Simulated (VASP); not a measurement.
# AlRu (Pm-3m) in VASP: further runs

The runs below take AlRu through single point, with PBE.

All numbers are computed with VASP 6.6.1; they aren't measurements. Logs are shortened: lines on timing, memory, paths and dates and some standing lists are left out, and cuts for length are marked.

**1. The cell of the first run**

It takes space group Pm-3m (No. 221, cubic). Conventional cell: a = 3.004 Å, b = 3.004 Å, c = 3.004 Å, α = 90.00°, β = 90.00°, γ = 90.00°. Al (site symmetry m-3m) has 8 Ru at 2.60 Å and 6 Al at 3.00 Å within 3.4 Å. Within 3.4 Å of Ru (site symmetry m-3m) lie 8 Al at 2.60 Å and 6 Ru at 3.00 Å.

**2. Single point, PBE**

Input file INCAR:

```
ALGO = Normal
EDIFF = 1E-6
ENCUT = 520
GGA = PE
ISIF = 2
ISMEAR = 0
LASPH = T
LCHARG = F
LREAL = F
LWAVE = F
NBANDS = 16
NELM = 60
PREC = Accurate
SIGMA = 0.15
```

Input file KPOINTS:

```
k-points
0
Gamma
  20 20 20
```

Input file POSCAR:

```
AlRu
1.0
    3.0040847246      0.0000000000      0.0000000000
    0.0000000000      3.0040847246      0.0000000000
    0.0000000000      0.0000000000      3.0040847246
Al Ru
1 1
Direct
    0.0000000000      0.0000000000      0.0000000000
    0.5000000000      0.5000000000      0.5000000000
```

Potentials or basis: VASP PAW PBE potentials, release 64 (Al, Ru_pv).

Run with:

```console
cat potpaw_PBE.64/Al/POTCAR potpaw_PBE.64/Ru_pv/POTCAR > POTCAR
mpirun -np 1 vasp_std > vasp.out
```

OUTCAR:

```text
EDIFF = 1E-6
   ENCUT = 520
   GGA = PE
   ISIF = 2
   ISMEAR = 0
   LASPH = T
   LREAL = F
   NELM = 60
   PREC = Accurate

 ion  position               nearest neighbor table
   1  0.000  0.000  0.000-   2 2.60   2 2.60   2 2.60   2 2.60   2 2.60   2 2.60   2 2.60   2 2.60

   2  0.500  0.500  0.500-   1 2.60   1 2.60   1 2.60   1 2.60   1 2.60   1 2.60   1 2.60   1 2.60

  LATTYP: Found a simple cubic cell.
 ALAT       =     3.0040847246

  Lattice vectors:

 A1 = (   3.0040847246,   0.0000000000,   0.0000000000)
 A2 = (   0.0000000000,   3.0040847246,   0.0000000000)
 A3 = (   0.0000000000,   0.0000000000,   3.0040847246)

Analysis of symmetry for initial positions (statically):
=====================================================================
 Subroutine PRICEL returns:
 Original cell was already a primitive cell.

 Routine SETGRP: Setting up the symmetry group for a
 simple cubic supercell.

 Subroutine GETGRP returns: Found 48 space group operations
 (whereof 48 operations were pure point group operations)
 out of a pool of 48 trial point group operations.

The static configuration has the point symmetry O_h .

Analysis of symmetry for dynamics (positions and initial velocities):
=====================================================================
 Subroutine PRICEL returns:
 Original cell was already a primitive cell.

 Routine SETGRP: Setting up the symmetry group for a
 simple cubic supercell.

 Subroutine GETGRP returns: Found 48 space group operations
 (whereof 48 operations were pure point group operations)
 out of a pool of 48 trial point group operations.

The dynamic configuration has the point symmetry O_h .

 Subroutine INISYM returns: Found 48 space group operations
 (whereof 48 operations are pure point group operations),
 and found     1 'primitive' translations

----------------------------------------------------------------------------------------

                                     Primitive cell

  volume of cell :      27.1104

  direct lattice vectors                    reciprocal lattice vectors
     3.004084725  0.000000000  0.000000000     0.332880092  0.000000000  0.000000000
     0.000000000  3.004084725  0.000000000     0.000000000  0.332880092  0.000000000
     0.000000000  0.000000000  3.004084725     0.000000000  0.000000000  0.332880092

  length of vectors
     3.004084725  3.004084725  3.004084725     0.332880092  0.332880092  0.332880092

  position of ions in fractional coordinates (direct lattice)
     0.000000000  0.000000000  0.000000000
     0.500000000  0.500000000  0.500000000

  ion indices of the primitive-cell ions
   primitive index   ion index
                 1           1
                 2           2

----------------------------------------------------------------------------------------

 KPOINTS: k-points

Automatic generation of k-mesh.
 Grid dimensions read from file:
 generate k-points for:   20   20   20

 Generating k-lattice:

  Cartesian coordinates                     Fractional coordinates (reciprocal lattice)
     0.016644005  0.000000000  0.000000000     0.050000000  0.000000000  0.000000000
     0.000000000  0.016644005  0.000000000     0.000000000  0.050000000  0.000000000
     0.000000000  0.000000000  0.016644005     0.000000000  0.000000000  0.050000000

  Length of vectors
     0.016644005  0.016644005  0.016644005

  Shift w.r.t. Gamma in fractional coordinates (k-lattice)
     0.000000000  0.000000000  0.000000000

 Subroutine IBZKPT returns following result:
 ===========================================

 Found    286 irreducible k-points:

 Following reciprocal coordinates:
            Coordinates               Weight
  0.000000  0.000000  0.000000      1.000000
  0.050000  0.000000  0.000000      6.000000
  0.100000  0.000000  0.000000      6.000000
  0.150000  0.000000  0.000000      6.000000
  0.200000  0.000000  0.000000      6.000000
  0.250000  0.000000  0.000000      6.000000
[... 16 lines left out ...]
  0.150000  0.100000  0.000000     24.000000
  0.200000  0.100000  0.000000     24.000000
 [... further k-points ...]
   k-points           NKPTS =    286   k-points in BZ     NKDIM =    286   number of bands    NBANDS=     16
   number of dos      NEDOS =    301   number of ions     NIONS =      2
   total plane-waves  NPLWV =  13824
   dimension x,y,z NGX =    24 NGY =   24 NGZ =   24
   dimension x,y,z NGXF=    48 NGYF=   48 NGZF=   48
   ions per type =               1   1
   NGX,Y,Z   is equivalent  to a cutoff of  13.28, 13.28, 13.28 a.u.
   NGXF,Y,Z  is equivalent  to a cutoff of  26.56, 26.56, 26.56 a.u.
 SYSTEM =  unknown system
   PREC   = accura    normal or accurate (medium, high low for compatibility)
   ISTART =      0    job   : 0-new  1-cont  2-samecut
   ICHARG =      2    charge: 1-file 2-atom 10-const
   ISPIN  =      1    spin polarized calculation?
   LNONCOLLINEAR =      F non collinear calculations
   LSORBIT =      F    spin-orbit coupling
   LASPH  =      T    aspherical Exc in radial PAW
   ENCUT  =  520.0 eV  38.22 Ry    6.18 a.u.   5.59  5.59  5.59*2*pi/ulx,y,z
   NELM   =     60;   NELMIN=  2; NELMDL= -5     # of ELM steps
   EDIFF  = 0.1E-05   stopping-criterion for ELM
   LREAL  =      F    real-space projection
   EDIFFG = 0.1E-04   stopping-criterion for IOM
   NSW    =      0    number of steps for IOM
   IBRION =     -1    ionic relax: 0-MD 1-quasi-New 2-CG
   NFREE  =      0    steps in history (QN), initial steepest desc. (CG)
   ISIF   =      2    stress and relaxation
   ISYM   =      2    0-nonsym 1-usesym 2-fastsym
   POTIM  = 0.5000    time-step for ionic-motion
   TEBEG  =    0.0;   TEEND  =   0.0 temperature during run
   PSTRESS=    0.0 pullay stress
   NELECT =      17.0000    total number of electrons
   NUPDOWN=      -1.0000    fix difference up-down
   EMIN   =  10.00;   EMAX   =-10.00  energy-range for DOS
   EFERMI =   0.00;   METHOD = LEGACY
   ISMEAR =     0;   SIGMA  =   0.15  broadening in eV -4-tet -1-fermi 0-gaus
   EFERMI_NEDOS =   21; number of points for ismear=-14 and -15
   IALGO  =     38    algorithm
   IMIX   =      4    mixing-type and parameters
     AMIX     =   0.40;   BMIX     =  1.00
     AMIX_MAG =   1.60;   BMIX_MAG =  1.00
  volume/ion in A,a.u.               =      13.56        91.48
  Fermi-wavevector in a.u.,A,eV,Ry     =   1.401239  2.647958 26.714651  1.963471
  Thomas-Fermi vector in A             =   2.524120
   LORBIT       =      0    0 simple, 1 ext, 2 COOP (PROOUT), +10 PAW based schemes
   GGA     = PE    functional components
   LHFCALC =     F    Hartree Fock is set to
   AEXX    =    0.0000 exact exchange contribution
   IVDW    =     0    specifies the selected vdW correction
   LEPSILON=     F    determine dielectric tensor
   LRPA    =     F    only Hartree local field effects (RPA)
 non-spin polarized calculation
 Gauss-broadening in eV      SIGMA  =   0.15
  energy-cutoff  :      520.00
  volume of cell :       27.11
 maximum number of plane-waves:       743
 NGX is ok and might be reduce to    24
   NGX = 11   NGY = 11   NGZ = 11

 number of electron      16.9999996 magnetization

 Free energy of the ion-electron system (eV)
  ---------------------------------------------------
  ext. energy  EPLUGINS =         0.00000000
  ---------------------------------------------------
  free energy    TOTEN  =       -14.26742445 eV

  energy without entropy =      -14.24834864  energy(sigma->0) =      -14.25788654

 E-fermi :  10.5362     XC(G=0): -12.5025

 val. band max:       10.5315898358   @ k =   0.5000   0.4000   0.3500
 cond. band min:      10.5378273505   @ k =   0.2000   0.1000   0.0500
 fundamental gap:      0.0062375146
 Fermi energy:        10.5362346161

 k-point     1 :       0.0000    0.0000    0.0000
  band No.  band energies     occupation
      1     -31.2254      2.00000
      2     -31.2254      2.00000
      3     -31.2254      2.00000
      4       0.9399      2.00000
      5       7.0424      2.00000
      6       7.0424      2.00000
[... 8 lines left out ...]
     15      22.6612      0.00000
     16      25.4128      0.00000

 k-point     2 :       0.0500    0.0000    0.0000
  band No.  band energies     occupation
      1     -31.2303      2.00000
      2     -31.2250      2.00000
      3     -31.2250      2.00000
      4       0.9875      2.00000
      5       7.0591      2.00000
      6       7.0591      2.00000
[... 8 lines left out ...]
     15      22.6613      0.00000
     16      25.5623      0.00000

 k-point     3 :       0.1000    0.0000    0.0000
  band No.  band energies     occupation
      1     -31.2447      2.00000
      2     -31.2238      2.00000
      3     -31.2238      2.00000
      4       1.1294      2.00000
      5       7.1028      2.00000
      6       7.1082      2.00000
[... 8 lines left out ...]
     15      22.6618      0.00000
     16      26.0304      0.00000

 k-point     4 :       0.1500    0.0000    0.0000
  band No.  band energies     occupation
      1     -31.2669      2.00000
      2     -31.2219      2.00000
      3     -31.2219      2.00000
      4       1.3624      2.00000
      5       7.1530      2.00000
      6       7.1865      2.00000
[... 8 lines left out ...]
     15      22.6660      0.00000
     16      26.8370      0.00000

 k-point     5 :       0.2000    0.0000    0.0000
  band No.  band energies     occupation
      1     -31.2948      2.00000
      2     -31.2195      2.00000
      3     -31.2195      2.00000
      4       1.6816      2.00000
      5       7.1741      2.00000
      6       7.2884      2.00000
[... 8 lines left out ...]
     15      22.9485      0.00000
     16      27.8123      0.00000

 k-point     6 :       0.2500    0.0000    0.0000
  band No.  band energies     occupation
      1     -31.3257      2.00000
      2     -31.2169      2.00000
      3     -31.2169      2.00000
      4       2.0803      2.00000
      5       7.1173      2.00000
      6       7.4061      2.00000
[... 8 lines left out ...]
     15      23.2267      0.00000
     16      26.8873      0.00000

 k-point     7 :       0.3000    0.0000    0.0000
  band No.  band energies     occupation
      1     -31.3564      2.00000
      2     -31.2143      2.00000
      3     -31.2143      2.00000
      4       2.5502      2.00000
      5       6.9335      2.00000
      6       7.5294      2.00000
[... 8 lines left out ...]
     15      23.4329      0.00000
     16      25.9648      0.00000

 k-point     8 :       0.3500    0.0000    0.0000
  band No.  band energies     occupation
      1     -31.3840      2.00000
      2     -31.2119      2.00000
      3     -31.2119      2.00000
      4       3.0813      2.00000
      5       6.5977      2.00000
      6       7.6458      2.00000
[... 8 lines left out ...]
     15      23.5797      0.00000
     16      25.0679      0.00000

 k-point     9 :       0.4000    0.0000    0.0000
  band No.  band energies     occupation
      1     -31.4058      2.00000
      2     -31.2100      2.00000
      3     -31.2100      2.00000
      4       3.6609      2.00000
      5       6.1252      2.00000
      6       7.7422      2.00000
[... 8 lines left out ...]
     15      23.6723      0.00000
     16      24.2215      0.00000
[... 172 lines left out ...]
 k-point    19 :       0.4000    0.0500    0.0000
  band No.  band energies     occupation
      1     -31.4052      2.00000
      2     -31.2148      2.00000
      3     -31.2096      2.00000
      4       3.6956      2.00000
      5       6.1360      2.00000
      6       7.7646      2.00000
[... 8 lines left out ...]
     15      23.6591      0.00000
     16      24.1983      0.00000

 k-point    20 :       0.4500    0.0500    0.0000
  band No.  band energies     occupation
      1     -31.4191      2.00000
      2     -31.2136      2.00000
      3     -31.2084      2.00000
      4       4.3028      2.00000
      5       5.5730      2.00000
      6       7.8311      2.00000
[... 8 lines left out ...]
     15      23.0392      0.00000
     16      23.4512      0.00000

 k-point    21 :       0.5000    0.0500    0.0000
  band No.  band energies     occupation
      1     -31.4239      2.00000
      2     -31.2131      2.00000
      3     -31.2080      2.00000
      4       4.8185      2.00000
      5       5.0690      2.00000
      6       7.8547      2.00000
[... 8 lines left out ...]
     15      22.6805      0.00000
     16      23.0628      0.00000

 k-point    22 :       0.1000    0.1000    0.0000
  band No.  band energies     occupation
      1     -31.2437      2.00000
      2     -31.2422      2.00000
      3     -31.2222      2.00000
      4       1.3161      2.00000
      5       7.1646      2.00000
      6       7.1790      2.00000
[... 8 lines left out ...]
     15      22.6619      0.00000
     16      26.5317      0.00000

 k-point    23 :       0.1500    0.1000    0.0000
  band No.  band energies     occupation
      1     -31.2652      2.00000
      2     -31.2409      2.00000
      3     -31.2203      2.00000
      4       1.5453      2.00000
      5       7.2205      2.00000
      6       7.2583      2.00000
[... 8 lines left out ...]
     15      22.9399      0.00000
     16      27.1826      0.00000

 k-point    24 :       0.2000    0.1000    0.0000
  band No.  band energies     occupation
      1     -31.2930      2.00000
      2     -31.2385      2.00000
      3     -31.2179      2.00000
      4       1.8590      2.00000
      5       7.2480      2.00000
      6       7.3590      2.00000
[... 8 lines left out ...]
     15      23.4520      0.00000
     16      27.0175      0.00000

 [... further k-points ...]
[... 5 lines left out ...]
  --------------------------------------------------------------------------------------
  -------------------------------------------------------------------------------------
  Total       -0.0073642     -0.0073642     -0.0073642     -0.0000000      0.0000000     -0.0000000
  in kB       -0.4352096     -0.4352096     -0.4352096     -0.0000000      0.0000000     -0.0000000
  external PRESSURE =      -0.4352096 kB  Pullay stress =       0.0000000 kB

 VOLUME and BASIS-vectors are now :
 -----------------------------------------------------------------------------
  energy-cutoff  :      520.00
  volume of cell :       27.11
      direct lattice vectors                 reciprocal lattice vectors
     3.004084725  0.000000000  0.000000000     0.332880092  0.000000000  0.000000000
     0.000000000  3.004084725  0.000000000     0.000000000  0.332880092  0.000000000
     0.000000000  0.000000000  3.004084725     0.000000000  0.000000000  0.332880092

 POSITION                                       TOTAL-FORCE (eV/Angst)
 -----------------------------------------------------------------------------------
      0.00000      0.00000      0.00000         0.000000      0.000000      0.000000
      1.50204      1.50204      1.50204         0.000000      0.000000      0.000000
 -----------------------------------------------------------------------------------
    total drift:                                0.000000     -0.000000     -0.000000

  FREE ENERGIE OF THE ION-ELECTRON SYSTEM (eV)
  ---------------------------------------------------
  free  energy   TOTEN  =       -14.2674244509 eV

  energy  without entropy=      -14.2483486376  energy(sigma->0) =      -14.25788654
```

Run time: 30 s. Hardware: 1 thread of Intel Xeon 6975P-C (Granite Rapids), shared host; peak memory 0.23 GiB.

Results:

```yaml
Free_energy: -14.2674 eV
Pressure: 0.0 GPa
```

Levels at points of the mesh, in eV from the Fermi level:
```csv
k point,band 5,band 6,band 7,band 8,band 9,band 10,band 11,band 12,band 13,band 14
"(0.00, 0.00, 0.00)",-3.49,-3.49,0.18,0.18,0.18,6.02,6.02,6.02,10.91,10.91
"(0.50, 0.00, 0.00)",-5.46,-2.71,-1.57,-1.57,0.42,2.25,7.46,10.97,10.97,12.13
"(0.50, 0.50, 0.00)",-3.01,-1.35,-1.35,-1.14,-1.14,1.51,5.24,6.11,10.50,12.13
"(0.50, 0.50, 0.50)",-4.56,-4.56,1.60,1.60,2.50,4.11,4.11,4.11,8.42,8.42
```

[end of part 1 of 2]
